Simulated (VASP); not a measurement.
## Na: single point with r2SCAN

The system is Na.

```
Na
1.0
    -2.03816    2.03816    2.03816
     2.03816   -2.03816    2.03816
     2.03816    2.03816   -2.03816
Na
1
Direct
  0.00000 0.00000 0.00000
```

```yaml
Program: VASP 6.6.1
Task: single point
Functional: r2SCAN
Potentials_or_basis: VASP PAW PBE potentials, release 64 (Na_pv)
Cutoff: 550 eV
k_mesh: 18 × 18 × 18
Occupations: fermi-dirac, width 0.1 eV
Spin: no spin polarisation
```

```yaml
Pressure: 1.0 GPa
Band_gap_on_the_k_mesh: zero (an odd number of electrons rules out a gap without spin polarisation)
```

Levels at points of the mesh, in eV from the Fermi level:
| k point | band 1 | band 2 | band 3 | band 4 | band 5 | band 6 |
| --- | --- | --- | --- | --- | --- | --- |
| (0.00, 0.00, 0.00) | -25.94 | -25.94 | -25.94 | -3.69 | 13.02 | 13.02 |
| (0.50, 0.00, 0.00) | -25.99 | -25.96 | -25.94 | 0.75 | 1.53 | 9.04 |
| (0.50, 0.50, 0.50) | -25.98 | -25.98 | -25.98 | 4.83 | 4.83 | 5.64 |

Wall time 4.4 min on 1 thread of Oxide Virtual Turin-like Processor (shared host), peak memory 0.16 GiB.

Caveat: the PAW data sets were made with another functional, which shifts forces and pressure a little.
